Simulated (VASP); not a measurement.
A run of VASP 6.6.1:

Contents of INCAR:

```
SYSTEM = CoGe
  ALGO = Normal
  EDIFF = 1E-6
  EDIFFG = -0.005
  ENCUT = 600
  IBRION = 2
  ISIF = 3
  ISMEAR = -1
  ISPIN = 2
  LASPH = .True.
  LCHARG = .False.
  LMAXMIX = 4
  LORBIT = 11
  LREAL = .False.
  LWAVE = .False.
  MAGMOM = 1.7 0
  NELM = 150
  NSW = 60
  PREC = Accurate
  SIGMA = 0.05
```

KPOINTS

```
k-points
0
Gamma
  13 13 13
  0 0 0
```

Contents of POSCAR:

```
CoGe
1.0
    0.0000000000      2.7189454570      2.7189454570
    2.7189454570      0.0000000000      2.7189454570
    2.7189454570      2.7189454570      0.0000000000
Co Ge
1 1
Direct
    0.0000000000      0.0000000000      0.0000000000
    0.2500000000      0.2500000000      0.2500000000
```

Potentials or basis: VASP PAW LDA potentials, release 64 (Co, Ge_d).

Run with:

```console
$ cat potpaw_LDA.64/Co/POTCAR potpaw_LDA.64/Ge_d/POTCAR > POTCAR
$ mpirun -np 1 vasp_std > vasp.out
```

Hardware: 1 thread of Intel(R) Xeon(R) 6975P-C (Granite Rapids), on a shared host.

Problem. Estimate the wall time of this run.

Solution. It took 4.1 min on 1 thread of Intel(R) Xeon(R) 6975P-C (Granite Rapids) (shared host), peak memory 0.25 GiB. Counts: scf iterations 83, k points 84, ion steps 13.
